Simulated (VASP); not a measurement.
ScGa3: single point with LDA

ScGa3:

```
Sc Ga
1.0
     4.00253    0.00000    0.00000
     0.00000    4.00253    0.00000
     0.00000    0.00000    4.00253
Sc Ga
1 3
Direct
  0.00000 0.00000 0.00000
  0.00000 0.50000 0.50000
  0.50000 0.00000 0.50000
  0.50000 0.50000 0.00000
```

| Item | Value |
| --- | --- |
| Program | VASP 6.6.1 |
| Task | single point |
| Functional | LDA |
| Potentials or basis | VASP PAW LDA potentials, release 64 (Sc_sv, Ga_d) |
| Cutoff | 520 eV |
| k mesh | 6 × 6 × 6 |
| Occupations | methfessel-paxton, width 0.1 eV |
| Spin | no spin polarisation |

| Quantity | Value |
| --- | --- |
| Pressure | 0.2 GPa |
| Band gap on the k mesh | zero (band 25 reaches 7.36 eV, above the bottom of band 26 at 3.70 eV) |

Levels at points of the mesh, in eV from the Fermi level:
```
           k point  band 21  band 22  band 23  band 24  band 25  band 26  band 27  band 28  band 29  band 30
(0.00, 0.00, 0.00)    -3.18    -3.18    -2.02    -2.02    -2.02     1.85     1.85     1.85     3.30     3.88
(0.50, 0.00, 0.00)    -8.35    -1.77    -1.77    -1.28    -1.02     1.63     1.63     1.96     2.05     2.71
(0.50, 0.50, 0.00)    -6.62    -6.62    -4.52    -0.47    -0.47     1.46     2.10     2.42     2.45     3.55
(0.50, 0.50, 0.50)    -5.78    -5.78    -4.80    -3.12    -3.12    -3.12     2.70     2.70     2.70     4.00
```

It used 43 s of CPU time on 1 thread of AMD EPYC 7R13 Processor (Zen 3), with other jobs on the host.
